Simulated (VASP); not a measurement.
Wanted: the native input for a VASP 6.6.1 run.

* Task: single point
* Functional: LDA
* Potentials or basis: VASP PAW LDA potentials, release 64 (Li_sv, F)
* Cutoff: 520 eV
* k mesh: 9 × 9 × 6
* Occupations: gaussian, width 0.05 eV
* Spin: no spin polarisation
* Dipole correction: no
* Further INCAR settings: ALGO = Normal; EDIFF = 1e-07; NBANDS = 18

The structure of LiF lies in POSCAR:

```
LiF
1.0
    3.0251981850      0.0000000000      0.0000000000
   -1.5125990925      2.6198984797      0.0000000000
    0.0000000000      0.0000000000      5.1225680867
Li F
2 2
Direct
    0.3333333333      0.6666666667      0.3839784076
    0.6666666667      0.3333333333      0.8839784076
    0.3333333333      0.6666666667      0.9910195924
    0.6666666667      0.3333333333      0.4910195924
```

This cell differs from its parent crystal: volume 10.150 Å^3 an atom, c/a of the conventional cell 1.6933.

These files were run (other wordings do the same):

INCAR

```
SYSTEM = LiF
ALGO     = Normal         ! electronic algorithm
EDIFF    = 1E-7           ! SCF threshold, eV
ENCUT    = 520            ! plane-wave cutoff, eV
ISIF     = 2              ! what is computed and relaxed
ISMEAR   = 0              ! smearing method
LASPH    = .True.         ! aspherical terms in the spheres
LCHARG   = .False.        ! write CHGCAR
LREAL    = .False.        ! projectors in reciprocal space
LWAVE    = .False.        ! write WAVECAR
NBANDS   = 18             ! bands
NELM     = 60             ! most SCF steps
PREC     = Accurate       ! precision mode
SIGMA    = 0.05           ! smearing width, eV
```

KPOINTS

```
k-points
0
Gamma
  9 9 6
  0 0 0
```

Potentials or basis: VASP PAW LDA potentials, release 64 (Li_sv, F).

Launch:

```bash
$ cat potpaw_LDA.64/Li_sv/POTCAR potpaw_LDA.64/F/POTCAR > POTCAR
$ mpirun -np 1 vasp_std > vasp.out
```

Results of the run:

The largest force is 0.212 eV/Å and the band gap on the k mesh is 7.41 eV, direct.

Wall time 21 s on 1 thread of Intel(R) Xeon(R) Platinum 8259CL CPU @ 2.50GHz (Skylake/Cascade Lake) (shared host), peak memory 0.15 GiB.
